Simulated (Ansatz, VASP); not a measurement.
AlGa5N6 in VASP and in Ansatz

The input INCAR:

```
PREC = Accurate
ENCUT = 520
EDIFF = 1E-6
ISMEAR = 0
SIGMA = 0.1
LREAL = False
LASPH = True
NELM = 100
ALGO = Normal
ISIF = 2
LWAVE = False
LCHARG = False
GGA = PE
NBANDS = 61
```

Contents of KPOINTS:

```
regular mesh
0
Gamma
  6 6 2
```

POSCAR

```
AlGa5N6
1.0
    3.4224354200      0.0000000000      0.0000000000
    0.0000000000      3.4224354200      0.0000000000
    0.0000000000      0.0000000000     14.5201637400
Al Ga N
1 5 6
Direct
    0.0000000000      0.0000000000      0.5000000000
    0.0000000000      0.0000000000      0.8333333300
    0.5000000000      0.5000000000      0.6666666700
    0.5000000000      0.5000000000      0.3333333300
    0.0000000000      0.0000000000      0.1666666700
    0.5000000000      0.5000000000      0.0000000000
    0.0000000000      0.0000000000      0.6666666700
    0.5000000000      0.5000000000      0.5000000000
    0.0000000000      0.0000000000      0.3333333300
    0.5000000000      0.5000000000      0.1666666700
    0.0000000000      0.0000000000      0.0000000000
    0.5000000000      0.5000000000      0.8333333300
```

Input for Ansatz:

```yaml
crystal:
  lattice:
    - [3.42243542, 0.0, 0.0]
    - [0.0, 3.42243542, 0.0]
    - [0.0, 0.0, 14.52016374]
  atoms:
    - { symbol: Al, position: [0.0, 0.0, 0.5] }
    - { symbol: Ga, position: [0.0, 0.0, 0.83333333] }
    - { symbol: Ga, position: [0.5, 0.5, 0.66666667] }
    - { symbol: Ga, position: [0.5, 0.5, 0.33333333] }
    - { symbol: Ga, position: [0.0, 0.0, 0.16666667] }
    - { symbol: Ga, position: [0.5, 0.5, 0.0] }
    - { symbol: "N", position: [0.0, 0.0, 0.66666667] }
    - { symbol: "N", position: [0.5, 0.5, 0.5] }
    - { symbol: "N", position: [0.0, 0.0, 0.33333333] }
    - { symbol: "N", position: [0.5, 0.5, 0.16666667] }
    - { symbol: "N", position: [0.0, 0.0, 0.0] }
    - { symbol: "N", position: [0.5, 0.5, 0.83333333] }
basis:
  ecutwfc: 420
kpoints:
  mp_grid: { grid: [6, 6, 2] }
hamiltonian:
  xc: pbe
scf:
  occupations: { method: gaussian, width: 0.1 }
  lower_state_search: "off"
output:
  forces: true
  stress: true
  eigenvalues: true
```

Alike in both runs: task single point; functional PBE; k mesh 6 × 6 × 2; occupations gaussian, width 0.1 eV; no spin polarisation.

|  | VASP | Ansatz |
| --- | --- | --- |
| version | VASP 6.6.1 | Ansatz 0.2.0 |
| potentials or method | VASP PAW PBE potentials, release 64 (Al, Ga_d, N), cutoff 520 eV | scalar-relativistic, plane waves, PAW |
| valence electrons in the cell | 98 | 98 |

```tsv
	VASP	Ansatz	Ansatz less VASP
gap on the k mesh at the Fermi level (eV)	none	none	-
rms of the force components (eV/Å)	0.098	0.097	-0.0017
```

Atom by atom the forces differ by 0.002 eV/Å (rms over components). A gap of «none» marks a metal or a gap that the smearing closes.
